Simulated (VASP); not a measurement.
# As7Ir (P6/mmm) in VASP: further runs

As7Ir is run at these levels: PBE; tasks: single point, relaxation of cell and atoms.

Program: VASP 6.6.1. These are calculated values, not measurements. Logs are shortened: lines on timing, memory, paths and dates and some standing lists are left out, and cuts for length are marked.

### Step 1. The cell of the first run

The structure is hexagonal, space group P6/mmm (No. 191). Conventional cell: a = 7.984 Å, b = 7.984 Å, c = 4.564 Å, α = 90.00°, β = 90.00°, γ = 120.00°. Within 3.1 Å of As (site symmetry m2m) lie 4 As at 2.32 to 2.83 Å. Within 3.0 Å of As (site symmetry 6/mmm) lie 2 Ir at 2.28 Å and 6 As at 2.83 Å. Within 3.0 Å of Ir (site symmetry 6/mmm) lie 2 As at 2.28 Å.

The cell was generated, and may not be a known phase.

### Step 2. Single point, PBE

INCAR

```
SYSTEM = As7Ir
PREC = Accurate
ENCUT = 520
EDIFF = 1E-7
ISMEAR = 0
SIGMA = 0.1
LREAL = .FALSE.
LASPH = .TRUE.
NELM = 80
ALGO = Normal
ISIF = 2
LWAVE = .FALSE.
LCHARG = .FALSE.
GGA = PE
NBANDS = 32
```

KPOINTS

```
regular mesh
0
G
  6 6 8
  0 0 0
```

POSCAR

```
As7Ir
1.0
    7.9840396143      0.0000000000      0.0000000000
   -3.9920198071      6.9143811308      0.0000000000
    0.0000000000      0.0000000000      4.5642766878
As Ir
7 1
Direct
    0.3545864705      0.0000000000      0.0000000000
    0.0000000000      0.3545864705      0.0000000000
    0.6454135295      0.6454135295      0.0000000000
    0.6454135295      0.0000000000      0.0000000000
    0.0000000000      0.6454135295      0.0000000000
    0.3545864705      0.3545864705      0.0000000000
    0.0000000000      0.0000000000      0.0000000000
    0.0000000000      0.0000000000      0.5000000000
```

Potentials or basis: VASP PAW PBE potentials, release 64 (As, Ir).

Started as:

```bash
> cat potpaw_PBE.64/As/POTCAR potpaw_PBE.64/Ir/POTCAR > POTCAR
> mpirun -np 1 vasp_std > vasp.out
```

OUTCAR:

```text
SYSTEM = As7Ir
   PREC = Accurate
   ENCUT = 520
   EDIFF = 1E-7
   ISMEAR = 0
   LREAL = .FALSE.
   LASPH = .TRUE.
   NELM = 80
   ISIF = 2
   GGA = PE

 ion  position               nearest neighbor table
   1  0.355  0.000  0.000-   4 2.32   6 2.83   7 2.83   5 2.83
   2  0.000  0.355  0.000-   5 2.32   7 2.83   6 2.83   4 2.83
   3  0.645  0.645  0.000-   6 2.32   4 2.83   5 2.83   7 2.83
   4  0.645  0.000  0.000-   1 2.32   3 2.83   7 2.83   2 2.83
   5  0.000  0.645  0.000-   2 2.32   7 2.83   3 2.83   1 2.83
   6  0.355  0.355  0.000-   3 2.32   1 2.83   2 2.83   7 2.83
   7  0.000  0.000  0.000-   8 2.28   8 2.28   2 2.83   5 2.83   4 2.83   1 2.83   3 2.83   6 2.83

   8  0.000  0.000  0.500-   7 2.28   7 2.28

  LATTYP: Found a hexagonal cell.
 ALAT       =     7.9840396143
 C/A-ratio  =     0.5716751054

  Lattice vectors:

 A1 = (   7.9840396143,   0.0000000000,   0.0000000000)
 A2 = (  -3.9920198071,   6.9143811308,   0.0000000000)
 A3 = (   0.0000000000,   0.0000000000,   4.5642766878)

Analysis of symmetry for initial positions (statically):
=====================================================================
 Subroutine PRICEL returns:
 Original cell was already a primitive cell.

 Routine SETGRP: Setting up the symmetry group for a
 hexagonal supercell.

 Subroutine GETGRP returns: Found 24 space group operations
 (whereof 24 operations were pure point group operations)
 out of a pool of 24 trial point group operations.

The static configuration has the point symmetry D_6h.

Analysis of symmetry for dynamics (positions and initial velocities):
=====================================================================
 Subroutine PRICEL returns:
 Original cell was already a primitive cell.

 Routine SETGRP: Setting up the symmetry group for a
 hexagonal supercell.

 Subroutine GETGRP returns: Found 24 space group operations
 (whereof 24 operations were pure point group operations)
 out of a pool of 24 trial point group operations.

The dynamic configuration has the point symmetry D_6h.

 Subroutine INISYM returns: Found 24 space group operations
 (whereof 24 operations are pure point group operations),
 and found     1 'primitive' translations

----------------------------------------------------------------------------------------

                                     Primitive cell

  volume of cell :     251.9695

  direct lattice vectors                    reciprocal lattice vectors
     7.984039614  0.000000000  0.000000000     0.125249880  0.072313052  0.000000000
    -3.992019807  6.914381131  0.000000000     0.000000000  0.144626103  0.000000000
     0.000000000  0.000000000  4.564276688     0.000000000  0.000000000  0.219092765

  length of vectors
     7.984039614  7.984039614  4.564276688     0.144626103  0.144626103  0.219092765

  position of ions in fractional coordinates (direct lattice)
     0.354586471  0.000000000  0.000000000
     1.000000000  0.354586471  0.000000000
     0.645413529  0.645413529  0.000000000
     0.645413529  0.000000000  0.000000000
     1.000000000  0.645413529  0.000000000
     0.354586471  0.354586471  0.000000000
     0.000000000  0.000000000  0.000000000
     0.000000000  0.000000000  0.500000000

  ion indices of the primitive-cell ions
   primitive index   ion index
                 1           1
                 2           2
                 3           3
                 4           4
                 5           5
                 6           6
                 7           7
                 8           8

----------------------------------------------------------------------------------------

 KPOINTS: regular mesh

Automatic generation of k-mesh.
 Grid dimensions read from file:
 generate k-points for:    6    6    8

 Generating k-lattice:

  Cartesian coordinates                     Fractional coordinates (reciprocal lattice)
     0.020874980  0.012052175  0.000000000     0.166666667 -0.000000000  0.000000000
     0.000000000  0.024104351  0.000000000     0.000000000  0.166666667  0.000000000
     0.000000000  0.000000000  0.027386596     0.000000000  0.000000000  0.125000000

  Length of vectors
     0.024104351  0.024104351  0.027386596

  Shift w.r.t. Gamma in fractional coordinates (k-lattice)
     0.000000000  0.000000000  0.000000000

 Subroutine IBZKPT returns following result:
 ===========================================

 Found     35 irreducible k-points:

 Following reciprocal coordinates:
            Coordinates               Weight
  0.000000  0.000000  0.000000      1.000000
  0.166667 -0.000000  0.000000      6.000000
  0.333333  0.000000  0.000000      6.000000
  0.500000 -0.000000  0.000000      3.000000
  0.166667  0.166667  0.000000      6.000000
  0.333333  0.166667  0.000000     12.000000
[... 16 lines left out ...]
  0.166667 -0.000000  0.375000     12.000000
  0.333333  0.000000  0.375000     12.000000
 [... further k-points ...]
   k-points           NKPTS =     35   k-points in BZ     NKDIM =     35   number of bands    NBANDS=     32
   number of dos      NEDOS =    301   number of ions     NIONS =      8
   total plane-waves  NPLWV = 129600
   dimension x,y,z NGX =    60 NGY =   60 NGZ =   36
   dimension x,y,z NGXF=   120 NGYF=  120 NGZF=   72
   ions per type =               7   1
   NGX,Y,Z   is equivalent  to a cutoff of  12.49, 12.49, 13.11 a.u.
   NGXF,Y,Z  is equivalent  to a cutoff of  24.99, 24.99, 26.22 a.u.
 SYSTEM =  As7Ir
   PREC   = accura    normal or accurate (medium, high low for compatibility)
   ISTART =      0    job   : 0-new  1-cont  2-samecut
   ICHARG =      2    charge: 1-file 2-atom 10-const
   ISPIN  =      1    spin polarized calculation?
   LNONCOLLINEAR =      F non collinear calculations
   LSORBIT =      F    spin-orbit coupling
   LASPH  =      T    aspherical Exc in radial PAW
   ENCUT  =  520.0 eV  38.22 Ry    6.18 a.u.  14.85 14.85  8.49*2*pi/ulx,y,z
   NELM   =     80;   NELMIN=  2; NELMDL= -5     # of ELM steps
   EDIFF  = 0.1E-06   stopping-criterion for ELM
   LREAL  =      F    real-space projection
   EDIFFG = 0.1E-05   stopping-criterion for IOM
   NSW    =      0    number of steps for IOM
   IBRION =     -1    ionic relax: 0-MD 1-quasi-New 2-CG
   NFREE  =      0    steps in history (QN), initial steepest desc. (CG)
   ISIF   =      2    stress and relaxation
   ISYM   =      2    0-nonsym 1-usesym 2-fastsym
   POTIM  = 0.5000    time-step for ionic-motion
   TEBEG  =    0.0;   TEEND  =   0.0 temperature during run
   PSTRESS=    0.0 pullay stress
   NELECT =      44.0000    total number of electrons
   NUPDOWN=      -1.0000    fix difference up-down
   EMIN   =  10.00;   EMAX   =-10.00  energy-range for DOS
   EFERMI =   0.00;   METHOD = LEGACY
   ISMEAR =     0;   SIGMA  =   0.10  broadening in eV -4-tet -1-fermi 0-gaus
   EFERMI_NEDOS =   21; number of points for ismear=-14 and -15
   IALGO  =     38    algorithm
   IMIX   =      4    mixing-type and parameters
     AMIX     =   0.40;   BMIX     =  1.00
     AMIX_MAG =   1.60;   BMIX_MAG =  1.00
  volume/ion in A,a.u.               =      31.50       212.55
  Fermi-wavevector in a.u.,A,eV,Ry     =   0.915046  1.729187 11.392291  0.837310
  Thomas-Fermi vector in A             =   2.039743
   LORBIT       =      0    0 simple, 1 ext, 2 COOP (PROOUT), +10 PAW based schemes
   GGA     = PE    functional components
   LHFCALC =     F    Hartree Fock is set to
   AEXX    =    0.0000 exact exchange contribution
   IVDW    =     0    specifies the selected vdW correction
   LEPSILON=     F    determine dielectric tensor
   LRPA    =     F    only Hartree local field effects (RPA)
 non-spin polarized calculation
 Gauss-broadening in eV      SIGMA  =   0.10
  energy-cutoff  :      520.00
  volume of cell :      251.97
 maximum number of plane-waves:      6815
 NGX is ok and might be reduce to    60
   NGX = 29   NGY = 29   NGZ = 17

 number of electron      44.0000006 magnetization

 Free energy of the ion-electron system (eV)
  ---------------------------------------------------
  ext. energy  EPLUGINS =         0.00000000
  ---------------------------------------------------
  free energy    TOTEN  =       -34.76054706 eV

  energy without entropy =      -34.74533520  energy(sigma->0) =      -34.75294113

 E-fermi :   1.5958     XC(G=0):  -8.0825

 val. band max:        1.5948429505   @ k =   0.1667  -0.0000   0.2500
 cond. band min:       1.6034621713   @ k =   0.1667  -0.0000   0.1250
 fundamental gap:      0.0086192208
 Fermi energy:         1.5958065822

 k-point     1 :       0.0000    0.0000    0.0000
  band No.  band energies     occupation
      1     -12.0084      2.00000
      2      -9.8501      2.00000
      3      -9.8501      2.00000
      4      -9.8410      2.00000
      5      -8.5600      2.00000
      6      -8.5600      2.00000
[... 24 lines left out ...]
     31       6.1414      0.00000
     32       6.7025      0.00000

 k-point     2 :       0.1667   -0.0000    0.0000
  band No.  band energies     occupation
      1     -11.9532      2.00000
      2     -10.1426      2.00000
      3      -9.9331      2.00000
      4      -9.8486      2.00000
      5      -8.3405      2.00000
      6      -8.1889      2.00000
[... 24 lines left out ...]
     31       5.9397      0.00000
     32       6.5702      0.00000
[... 733 lines left out ...]
     31       7.2185      0.00000
     32       7.2587      0.00000

 k-point    24 :       0.3333    0.0000    0.3750
  band No.  band energies     occupation
      1     -11.4438      2.00000
      2     -10.4630      2.00000
      3     -10.0026      2.00000
      4      -9.5495      2.00000
      5      -7.7835      2.00000
      6      -7.3235      2.00000
[... 24 lines left out ...]
     31       6.3615      0.00000
     32       6.7748      0.00000

 [... further k-points ...]

------------------------ aborting loop because EDIFF is reached ----------------------------------------

  FORCE on cell =-STRESS in cart. coord.  units (eV):
  Direction    XX          YY          ZZ          XY          YZ          ZX
  --------------------------------------------------------------------------------------
  -------------------------------------------------------------------------------------
  Total        0.2919146      0.2919146      0.3134712      0.0000000      0.0000000      0.0000000
  in kB        1.8561730      1.8561730      1.9932432      0.0000000      0.0000000      0.0000000
  external PRESSURE =       1.9018631 kB  Pullay stress =       0.0000000 kB

 VOLUME and BASIS-vectors are now :
 -----------------------------------------------------------------------------
  energy-cutoff  :      520.00
  volume of cell :      251.97
      direct lattice vectors                 reciprocal lattice vectors
     7.984039614  0.000000000  0.000000000     0.125249880  0.072313052  0.000000000
    -3.992019807  6.914381131  0.000000000     0.000000000  0.144626103  0.000000000
     0.000000000  0.000000000  4.564276688     0.000000000  0.000000000  0.219092765

 POSITION                                       TOTAL-FORCE (eV/Angst)
 -----------------------------------------------------------------------------------
      2.83103      0.00000      0.00000        -0.038276      0.000000      0.000000
     -1.41552      2.45175      0.00000         0.019138     -0.033148      0.000000
      2.57650      4.46264      0.00000         0.019138      0.033148     -0.000000
      5.15301      0.00000      0.00000         0.038276     -0.000000      0.000000
     -2.57650      4.46264      0.00000        -0.019138      0.033148     -0.000000
      1.41552      2.45175      0.00000        -0.019138     -0.033148      0.000000
      0.00000      0.00000      0.00000         0.000000      0.000000     -0.000000
      0.00000      0.00000      2.28214         0.000000      0.000000     -0.000000
 -----------------------------------------------------------------------------------
    total drift:                                0.000000     -0.000000      0.000000

  FREE ENERGIE OF THE ION-ELECTRON SYSTEM (eV)
  ---------------------------------------------------
  free  energy   TOTEN  =       -34.7605470597 eV

  energy  without entropy=      -34.7453351986  energy(sigma->0) =      -34.75294113
```

Run time: 2.8 min. Hardware: 1 thread of Intel Xeon 6975P-C (Granite Rapids), shared host; peak memory 0.49 GiB.

Results:

| Quantity | Value |
| --- | --- |
| Free energy | -34.7605 eV |
| Pressure | 0.2 GPa |
| Largest force | 0.038 eV/Å |
| Band gap on the k mesh | zero (bands 22 and 23 overlap by 0.02 eV) |

Forces on the atoms (eV/Å):
```
As  -0.038  0.000  0.000
As   0.019 -0.033  0.000
As   0.019  0.033  0.000
As   0.038  0.000  0.000
As  -0.019  0.033  0.000
As  -0.019 -0.033  0.000
As   0.000  0.000  0.000
Ir   0.000  0.000  0.000
```

Levels at points of the mesh, in eV from the Fermi level:
| k point | band 19 | band 20 | band 21 | band 22 | band 23 | band 24 | band 25 | band 26 |
| --- | --- | --- | --- | --- | --- | --- | --- | --- |
| (0.00, 0.00, 0.00) | -0.63 | -0.48 | -0.48 | -0.40 | 0.43 | 0.43 | 0.96 | 0.96 |
| (0.50, 0.00, 0.00) | -0.68 | -0.63 | -0.51 | -0.23 | 0.59 | 0.69 | 1.28 | 1.67 |
| (0.00, 0.00, 0.50) | -1.03 | -0.30 | -0.30 | -0.20 | 0.52 | 0.52 | 0.93 | 0.93 |
| (0.50, 0.00, 0.50) | -1.08 | -1.01 | -0.83 | -0.28 | 0.33 | 1.17 | 1.43 | 1.47 |

Caveat: spin-orbit coupling is left out, which moves the levels of the heavy elements.

### Step 3. Relaxation of cell and atoms, PBE

This run uses another cell than the first one, of 31.64 Å³/atom.

INCAR

```
PREC = Accurate ; ENCUT = 600
EDIFF = 1E-6 ; ISMEAR = 0
SIGMA = 0.1 ; LREAL = F
LASPH = T ; NELM = 80
ALGO = Normal ; ISIF = 3
LWAVE = F ; LCHARG = F
GGA = PE ; IBRION = 2
NSW = 90 ; EDIFFG = -0.04
```

KPOINTS

```
Automatic mesh
0
Gamma
  3 3 4
```

POSCAR

```
As7Ir
1.0
    7.9686745700      0.0000000000      0.0000000000
   -3.9843372850      6.9010746121      0.0000000000
    0.0000000000      0.0000000000      4.6021295004
As Ir
7 1
Direct
    0.3539926889      0.0000000000      0.0000000000
    0.0000000000      0.3539926889      0.0000000000
    0.6460073111      0.6460073111      0.0000000000
    0.6460073111      0.0000000000      0.0000000000
    0.0000000000      0.6460073111      0.0000000000
    0.3539926889      0.3539926889      0.0000000000
    0.0000000000      0.0000000000      0.0000000000
    0.0000000000      0.0000000000      0.5000000000
```

Potentials or basis: VASP PAW PBE potentials, release 64 (As, Ir).

Started as:

```bash
> cat potpaw_PBE.64/As/POTCAR potpaw_PBE.64/Ir/POTCAR > POTCAR
> mpirun -np 1 vasp_std > vasp.out
```

Wall time 1.9 min (1 thread of Intel Xeon 6975P-C (Granite Rapids), shared host); peak memory 0.46 GiB.

Results (log left out):

- Free energy: -34.7527 eV
- Relaxed volume: 31.58 Å³/atom
- Relaxed cell: a = 7.984 Å, b = 7.984 Å, c = 4.577 Å, α = 90.00°, β = 90.00°, γ = 120.00°
- Space group after relaxing (to 0.1 Å): P6/mmm (No. 191)
- Energy gained by relaxing: 0.6 meV/atom
- Ionic steps: 3
- Pressure after relaxing: -0.1 GPa
- Largest force after relaxing: 0.006 eV/Å
- Band gap on the k mesh: 0.20 eV (least direct gap 0.35 eV)

Forces in eV/Å, atoms in the order of the input:
```
As  -0.006  0.000  0.000
As   0.003 -0.006  0.000
As   0.003  0.006  0.000
As   0.006  0.000  0.000
As  -0.003  0.006  0.000
As  -0.003 -0.006  0.000
As   0.000  0.000  0.000
Ir   0.000  0.000  0.000
```

The path:
| step | energy change (eV) | largest force (eV/Å) | pressure (GPa) | volume (Å³) |
| --- | --- | --- | --- | --- |
| 1 | 0.0000 | 0.0822 | -0.07 | 253.08 |
| 2 | -0.0044 | 0.0170 | -0.08 | 252.54 |
| 3 | -0.0049 | 0.0065 | -0.07 | 252.68 |

Final structure:
```
As Ir
1.0
     7.98427    0.00000    0.00000
    -3.99213    6.91458    0.00000
     0.00000    0.00000    4.57686
As Ir
7 1
Direct
  0.35362 0.00000 0.00000
  0.00000 0.35362 0.00000
  0.64638 0.64638 0.00000
  0.64638 0.00000 0.00000
  0.00000 0.64638 0.00000
  0.35362 0.35362 0.00000
  0.00000 0.00000 0.00000
  0.00000 0.00000 0.50000
```

Levels at points of the mesh, in eV from the valence-band top:
```
           k point  band 20  band 21  band 22  band 23  band 24  band 25
(0.00, 0.00, 0.00)    -0.36    -0.36    -0.31     0.49     0.49     0.97
(0.00, 0.00, 0.50)    -0.17    -0.17    -0.09     0.58     0.58     0.95
```

Caveat: spin-orbit coupling is left out, which moves the levels of the heavy elements.
